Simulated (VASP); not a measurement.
# Te (P6_3/mmc) in VASP: a series of runs, part 2 of 2

VASP 6.6.1. Earlier steps stand in the parts before.

### Step 3. Relaxation of shape and atoms at fixed volume, PBEsol

This run uses another cell than the first one, of 20.05 Å³/atom, 1.133 times its volume.

The input, INCAR:

```
SYSTEM = Te
PREC     = Accurate       ! precision mode
ENCUT    = 600            ! plane-wave cutoff, eV
EDIFF    = 1E-7           ! SCF threshold, eV
ISMEAR   = -1             ! smearing method
SIGMA    = 0.08           ! smearing width, eV
LREAL    = .FALSE.        ! projectors in reciprocal space
LASPH    = .TRUE.         ! aspherical terms in the spheres
NELM     = 100            ! most SCF steps
ALGO     = Normal         ! electronic algorithm
ISIF     = 4              ! what is computed and relaxed
LWAVE    = .FALSE.        ! write WAVECAR
LCHARG   = .FALSE.        ! write CHGCAR
GGA      = PS             ! functional
IBRION   = 2              ! ionic algorithm
NSW      = 50             ! ionic steps
EDIFFG   = -0.005         ! ionic threshold
```

The input, KPOINTS:

```
regular mesh
0
G
  14 14 8
  0 0 0
```

The input, POSCAR:

```
Te
1.0
    3.4637135117      0.0000000000      0.0000000000
   -1.7318567558      2.9996638925      0.0000000000
    0.0000000000      0.0000000000      3.8602773368
Te
2
Direct
    0.3333333333      0.6666666667      0.2500000000
    0.6666666667      0.3333333333      0.7500000000
```

Potentials or basis: VASP PAW PBE potentials, release 64 (Te).

Run with:

```sh
$ cat potpaw_PBE.64/Te/POTCAR > POTCAR
$ mpirun -np 1 vasp_std > vasp.out
```

OUTCAR:

```text
SYSTEM = Te
   PREC = Accurate
   ENCUT = 600
   EDIFF = 1E-7
   ISMEAR = -1
   LREAL = .FALSE.
   LASPH = .TRUE.
   NELM = 100
   ISIF = 4
   GGA = PS
   IBRION = 2
   NSW = 50
   EDIFFG = -0.005

 ion  position               nearest neighbor table
   1  0.333  0.667  0.250-   2 2.78   2 2.78   2 2.78   2 2.78   2 2.78   2 2.78
   2  0.667  0.333  0.750-   1 2.78   1 2.78   1 2.78   1 2.78   1 2.78   1 2.78

  LATTYP: Found a hexagonal cell.
 ALAT       =     3.4637135117
 C/A-ratio  =     1.1144909427

  Lattice vectors:

 A1 = (   3.4637135117,   0.0000000000,   0.0000000000)
 A2 = (  -1.7318567558,   2.9996638925,   0.0000000000)
 A3 = (   0.0000000000,   0.0000000000,   3.8602773368)

Analysis of symmetry for initial positions (statically):
=====================================================================
 Subroutine PRICEL returns:
 Original cell was already a primitive cell.

 Routine SETGRP: Setting up the symmetry group for a
 hexagonal supercell.

 Subroutine GETGRP returns: Found 24 space group operations
 (whereof 12 operations were pure point group operations)
 out of a pool of 24 trial point group operations.

The static configuration has the point symmetry D_3d.
 The point group associated with its full space group is D_6h.

Analysis of symmetry for dynamics (positions and initial velocities):
=====================================================================
 Subroutine PRICEL returns:
 Original cell was already a primitive cell.

 Routine SETGRP: Setting up the symmetry group for a
 hexagonal supercell.

 Subroutine GETGRP returns: Found 24 space group operations
 (whereof 12 operations were pure point group operations)
 out of a pool of 24 trial point group operations.

The dynamic configuration has the point symmetry D_3d.
 The point group associated with its full space group is D_6h.

 Subroutine INISYM returns: Found 24 space group operations
 (whereof 12 operations are pure point group operations),
 and found     1 'primitive' translations

----------------------------------------------------------------------------------------

                                     Primitive cell

  volume of cell :      40.1082

  direct lattice vectors                    reciprocal lattice vectors
     3.463713512  0.000000000  0.000000000     0.288707480  0.166685341  0.000000000
    -1.731856756  2.999663893  0.000000000     0.000000000  0.333370683  0.000000000
     0.000000000  0.000000000  3.860277337     0.000000000  0.000000000  0.259048745

  length of vectors
     3.463713512  3.463713512  3.860277337     0.333370683  0.333370683  0.259048745

  position of ions in fractional coordinates (direct lattice)
     0.333333333  0.666666667  0.250000000
     0.666666667  0.333333333  0.750000000

  ion indices of the primitive-cell ions
   primitive index   ion index
                 1           1
                 2           2

----------------------------------------------------------------------------------------
[... 50 lines left out ...]
  0.357143  0.285714  0.000000      6.000000
 [... further k-points ...]
   k-points           NKPTS =    120   k-points in BZ     NKDIM =    120   number of bands    NBANDS=     10
   number of dos      NEDOS =    301   number of ions     NIONS =      2
   total plane-waves  NPLWV =  25088
   dimension x,y,z NGX =    28 NGY =   28 NGZ =   32
   dimension x,y,z NGXF=    56 NGYF=   56 NGZF=   64
   ions per type =               2
   NGX,Y,Z   is equivalent  to a cutoff of  13.44, 13.44, 13.78 a.u.
   NGXF,Y,Z  is equivalent  to a cutoff of  26.88, 26.88, 27.56 a.u.
 SYSTEM =  Te
   PREC   = accura    normal or accurate (medium, high low for compatibility)
   ISTART =      0    job   : 0-new  1-cont  2-samecut
   ICHARG =      2    charge: 1-file 2-atom 10-const
   ISPIN  =      1    spin polarized calculation?
   LNONCOLLINEAR =      F non collinear calculations
   LSORBIT =      F    spin-orbit coupling
   LASPH  =      T    aspherical Exc in radial PAW
   ENCUT  =  600.0 eV  44.10 Ry    6.64 a.u.   6.92  6.92  7.71*2*pi/ulx,y,z
   NELM   =    100;   NELMIN=  2; NELMDL= -5     # of ELM steps
   EDIFF  = 0.1E-06   stopping-criterion for ELM
   LREAL  =      F    real-space projection
   EDIFFG = -.5E-02   stopping-criterion for IOM
   NSW    =     50    number of steps for IOM
   IBRION =      2    ionic relax: 0-MD 1-quasi-New 2-CG
   NFREE  =      1    steps in history (QN), initial steepest desc. (CG)
   ISIF   =      4    stress and relaxation
   ISYM   =      2    0-nonsym 1-usesym 2-fastsym
   POTIM  = 0.5000    time-step for ionic-motion
   TEBEG  =    0.0;   TEEND  =   0.0 temperature during run
   PSTRESS=    0.0 pullay stress
   NELECT =      12.0000    total number of electrons
   NUPDOWN=      -1.0000    fix difference up-down
   EMIN   =  10.00;   EMAX   =-10.00  energy-range for DOS
   EFERMI =   0.00;   METHOD = LEGACY
   ISMEAR =    -1;   SIGMA  =   0.08  broadening in eV -4-tet -1-fermi 0-gaus
   EFERMI_NEDOS =   21; number of points for ismear=-14 and -15
   IALGO  =     38    algorithm
   IMIX   =      4    mixing-type and parameters
     AMIX     =   0.40;   BMIX     =  1.00
     AMIX_MAG =   1.60;   BMIX_MAG =  1.00
  volume/ion in A,a.u.               =      20.05       135.33
  Fermi-wavevector in a.u.,A,eV,Ry     =   1.094941  2.069139 16.311981  1.198897
  Thomas-Fermi vector in A             =   2.231256
   LORBIT       =      0    0 simple, 1 ext, 2 COOP (PROOUT), +10 PAW based schemes
   GGA     = PS    functional components
   LHFCALC =     F    Hartree Fock is set to
   AEXX    =    0.0000 exact exchange contribution
   IVDW    =     0    specifies the selected vdW correction
   LEPSILON=     F    determine dielectric tensor
   LRPA    =     F    only Hartree local field effects (RPA)
 conjugate gradient relaxation of ions
 non-spin polarized calculation
  energy-cutoff  :      600.00
  volume of cell :       40.11
 maximum number of plane-waves:      1356
 NGX is ok and might be reduce to    28
   NGX = 13   NGY = 13   NGZ = 15

--------------------------------------- Ionic step        1  -------------------------------------------

 number of electron      12.0000001 magnetization

 Free energy of the ion-electron system (eV)
  ---------------------------------------------------
  ext. energy  EPLUGINS =         0.00000000
  ---------------------------------------------------
  free energy    TOTEN  =        -4.53205765 eV

  energy without entropy =       -4.51816554  energy(sigma->0) =       -4.52511160

------------------------ aborting loop because EDIFF is reached ----------------------------------------

  FORCE on cell =-STRESS in cart. coord.  units (eV):
  Direction    XX          YY          ZZ          XY          YZ          ZX
  --------------------------------------------------------------------------------------
  -------------------------------------------------------------------------------------
  Total       11.1041465     11.1041465     19.0506511      0.0000000     -0.0000000     -0.0000000
  in kB      443.5705459    443.5705459    761.0047023      0.0000000     -0.0000000     -0.0000000
  external PRESSURE =     549.3819314 kB  Pullay stress =       0.0000000 kB
[... 239 lines left out ...]
--------------------------------------- Ionic step        8  -------------------------------------------

 number of electron      11.9999998 magnetization

 Free energy of the ion-electron system (eV)
  ---------------------------------------------------
  ext. energy  EPLUGINS =         0.00000000
  ---------------------------------------------------
  free energy    TOTEN  =        -5.28611511 eV

  energy without entropy =       -5.26843720  energy(sigma->0) =       -5.27727615

 E-fermi :  13.4467     XC(G=0): -11.7860

 val. band max:       13.4353404598   @ k =   0.2143   0.0714   0.1250
 cond. band min:      13.4499650420   @ k =   0.3571   0.0000   0.0000
 fundamental gap:      0.0146245823
 Fermi energy:        13.4467216325

 k-point     1 :       0.0000    0.0000    0.0000
  band No.  band energies     occupation
      1      -3.9859      2.00000
      2       2.0937      2.00000
      3       4.5013      2.00000
      4      15.0119      0.00000
      5      15.0119      0.00000
      6      17.5360      0.00000
      7      17.5360      0.00000
      8      19.7974      0.00000
      9      20.0284      0.00000
     10      21.4557      0.00000
[... 287 lines left out ...]
 k-point    24 :       0.3571    0.2857    0.0000
  band No.  band energies     occupation
      1       1.4335      2.00000
      2       2.1523      2.00000
      3       5.9628      2.00000
      4       9.3555      2.00000
      5       9.8020      2.00000
      6       9.9346      2.00000
      7      10.8467      2.00000
      8      11.4462      2.00000
      9      15.8601      0.00000
     10      23.4705      0.00000

 [... further k-points ...]
[... 5 lines left out ...]
  --------------------------------------------------------------------------------------
  -------------------------------------------------------------------------------------
  Total        9.5854653      9.5854653      9.5858251      0.0000000      0.0000000      0.0000000
  in kB      382.9047174    382.9047174    382.9190898      0.0000000      0.0000000      0.0000000
  external PRESSURE =     382.9095082 kB  Pullay stress =       0.0000000 kB
[... 17 lines left out ...]
  FREE ENERGIE OF THE ION-ELECTRON SYSTEM (eV)
  ---------------------------------------------------
  free  energy   TOTEN  =        -5.2861151108 eV

  energy  without entropy=       -5.2684371983  energy(sigma->0) =       -5.27727615

 reached required accuracy - stopping structural energy minimisation
```

Wall time 90 s (1 thread of AMD EPYC 9R45 (Zen 5), shared host); peak memory 0.17 GiB.

Results:

```
Free energy               : -5.2861 eV
Energy gained by relaxing : 377.0 meV/atom
Ionic steps               : 8
Pressure after relaxing   : 38.3 GPa
Band gap on the k mesh    : zero (band 6 reaches 17.54 eV, above the bottom of band 7 at 10.85 eV)
```

Step by step:
```
step  energy change (eV)  largest force (eV/Å)  pressure (GPa)  volume (Å³)
   1              0.0000                0.0000           54.94        40.11
   2             -0.6472                0.0000           42.56        40.11
   3             -0.7509                0.0000           38.71        40.11
   4             -0.7518                0.0000           38.04        40.11
   5             -0.7540                0.0000           38.33        40.11
   6             -0.7538                0.0000           38.19        40.11
   7             -0.7540                0.0000           38.33        40.11
   8             -0.7541                0.0000           38.29        40.11
```

Final structure:
```
Te
1.0
     3.13701    0.00000    0.00000
    -1.56850    2.71673    0.00000
     0.00000    0.00000    4.70621
Te
2
Direct
  0.33333 0.66667 0.25000
  0.66667 0.33333 0.75000
```

Caveat: the PAW data sets were made with another functional, which shifts forces and pressure a little; spin-orbit coupling is left out, which moves the levels of the heavy elements.

### Step 4. Relaxation of shape and atoms at fixed volume, PBEsol

This run uses another cell than the first one, of 22.41 Å³/atom, 1.267 times its volume.

The input, INCAR:

```
SYSTEM = Te
PREC = Accurate
ENCUT = 600
EDIFF = 1E-6
ISMEAR = -1
SIGMA = 0.08
LREAL = .FALSE.
LASPH = .TRUE.
NELM = 100
ALGO = Normal
ISIF = 4
LWAVE = .FALSE.
LCHARG = .FALSE.
GGA = PS
IBRION = 2
NSW = 50
EDIFFG = -0.005
```

KPOINTS is that of step 3.

The input, POSCAR:

```
Te
1.0
    3.5945416787      0.0000000000      0.0000000000
   -1.7972708394      3.1129644087      0.0000000000
    0.0000000000      0.0000000000      4.0060841439
Te
2
Direct
    0.3333333333      0.6666666667      0.2500000000
    0.6666666667      0.3333333333      0.7500000000
```

Run with:

```sh
$ cat potpaw_PBE.64/Te/POTCAR > POTCAR
$ mpirun -np 1 vasp_std > vasp.out
```

It took 84 s on 1 thread of AMD EPYC 9R45 (Zen 5), shared host; peak memory 0.19 GiB.

Results (log left out):

```yaml
Free_energy: -6.1085 eV
Energy_gained_by_relaxing: 175.2 meV/atom
Ionic_steps: 7
Pressure_after_relaxing: 19.5 GPa
Band_gap_on_the_k_mesh: zero (band 6 reaches 14.57 eV, above the bottom of band 7 at 9.14 eV)
```

Step by step:
```tsv
step	energy change (eV)	largest force (eV/Å)	pressure (GPa)	volume (Å³)
1	0.0000	0.0000	30.40	44.83
2	-0.2721	0.0000	24.14	44.83
3	-0.3370	0.0000	21.15	44.83
4	-0.3082	0.0000	18.01	44.83
5	-0.3500	0.0000	19.76	44.83
6	-0.3503	0.0000	19.50	44.83
7	-0.3503	0.0000	19.53	44.83
```

Final structure:
```
Te
1.0
     3.31582    0.00000    0.00000
    -1.65791    2.87159    0.00000
     0.00000    0.00000    4.70787
Te
2
Direct
  0.33333 0.66667 0.25000
  0.66667 0.33333 0.75000
```

Levels at points of the mesh, in eV from the Fermi level:
```
           k point  band 3  band 4  band 5  band 6  band 7  band 8  band 9  band 10
(0.00, 0.00, 0.00)   -7.73    0.68    0.68    3.16    3.16    5.34    5.89     7.77
(0.50, 0.00, 0.00)   -5.55   -4.25   -3.68   -2.38   -1.66    2.69    2.71     6.91
(0.00, 0.00, 0.50)   -0.59   -0.59    1.92    1.92    1.92    1.92    6.91     6.91
(0.50, 0.00, 0.50)   -7.54   -7.54   -0.58   -0.58    1.17    1.17    5.35     5.35
```

Caveat: the PAW data sets were made with another functional, which shifts forces and pressure a little; spin-orbit coupling is left out, which moves the levels of the heavy elements.

### Step 5. Overview

```tsv
cell	gap on the mesh (eV)	pressure (GPa)
relaxed from a = 3.322, b = 3.322, c = 3.703 Å, angles 90.0, 90.0, 120.0°, 2 atoms	none	72.8
relaxed from a = 3.464, b = 3.464, c = 3.860 Å, angles 90.0, 90.0, 120.0°, 2 atoms	none	38.3
relaxed from a = 3.595, b = 3.595, c = 4.006 Å, angles 90.0, 90.0, 120.0°, 2 atoms	none	19.5
```

Alike in all rows: task relaxation of shape and atoms at fixed volume; level PBEsol; potentials or basis VASP PAW PBE potentials, release 64 (Te); no spin polarisation; k mesh 14 × 14 × 8; cutoff (eV) 600; smearing fermi-dirac 0.08 eV.

Caveats: the PAW data sets were made with another functional, which shifts forces and pressure a little; spin-orbit coupling is left out, which moves the levels of the heavy elements.

Absolute energies hang on the potentials; compare differences alone.
